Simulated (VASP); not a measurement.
Crystal: Ag3Au.

```
CELL_PARAMETERS angstrom
4.11109 0.00000 0.00000
0.00000 4.11109 0.00000
0.00000 0.00000 4.11109
ATOMIC_POSITIONS crystal
Ag 0.50000 0.00000 0.50000
Ag 0.00000 0.50000 0.50000
Ag 0.50000 0.50000 0.00000
Au 0.00000 0.00000 0.00000
```

Base run:

```yaml
Program: VASP 6.6.1
Functional: LDA
Potentials_or_basis: VASP PAW LDA potentials, release 64 (Ag, Au)
Cutoff: 500 eV
k_mesh: 5 × 5 × 5
Occupations: fermi-dirac, width 0.02 eV
Spin: no spin polarisation
```

Its results: band gap on the k mesh zero (band 22 reaches 9.58 eV, above the bottom of band 23 at 7.76 eV); pressure -8.0 GPa.

Problem. The run is repeated on the same cell with these changes: k mesh from 5 × 5 × 5 to 2 × 2 × 2. What comes out?

Solution. Band gap on the k mesh zero (band 22 reaches 9.58 eV, above the bottom of band 23 at 7.60 eV); pressure -4.0 GPa.

Caveats: some runs use coarse meshes; spin-orbit coupling is left out, which moves the levels of the heavy elements.
